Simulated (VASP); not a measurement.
A run of VASP 6.6.1 is set up as follows.

POSCAR

```
BN
1.0
    1.2675858000      0.7318410028      3.4173202092
   -1.2675858000      0.7318410028      3.4173202092
    0.0000000000     -1.4636820056      3.4173202092
N B
1 1
Direct
    0.6672382000      0.6672382000      0.6672382000
    0.0003288000      0.0003288000      0.0003288000
```

Contents of INCAR.step1:

```
SYSTEM = BN
ALGO = Normal ; EDIFF = 1E-5
ENCUT = 520 ; GGA = PE
ISIF = 2 ; ISMEAR = -1
LASPH = .True. ; LCHARG = .False.
LREAL = .False. ; LWAVE = .True.
NBANDS = 11 ; NELM = 60
PREC = Accurate ; SIGMA = 0.05
```

Contents of INCAR.step2:

```
SYSTEM = BN
AEXX = 0.25 ; ALGO = Normal
EDIFF = 1E-7 ; ENCUT = 520
GGA = PE ; ISIF = 2
ISMEAR = -1 ; ISTART = 1
LASPH = .True. ; LCHARG = .False.
LHFCALC = .True. ; LREAL = .False.
LWAVE = .False. ; NBANDS = 11
NELM = 60 ; PREC = Accurate
PRECFOCK = Normal ; SIGMA = 0.05
```

File KPOINTS:

```
k-points
0
Gamma
  6 6 6
  0 0 0
```

Potentials or basis: VASP PAW PBE potentials, release 64 (N, B).

Run with:

```bash
$ cat potpaw_PBE.64/N/POTCAR potpaw_PBE.64/B/POTCAR > POTCAR
$ cp INCAR.step1 INCAR
$ mpirun -np 1 vasp_std > vasp.out
$ cp INCAR.step2 INCAR
$ mpirun -np 1 vasp_std > vasp.out
```

Question: Predict the largest force.

Answer: 0.009 eV/Å.

Question: What does it give for the pressure?

Answer: -10.2 GPa.

Forces in eV/Å, atoms in the order of the input:
```
N    0.000  0.000 -0.009
B    0.000  0.000  0.009
```

Caveat: the k points lie up to 0.49 Å⁻¹ apart; the PAW data sets were made with another functional, which shifts forces and pressure a little.
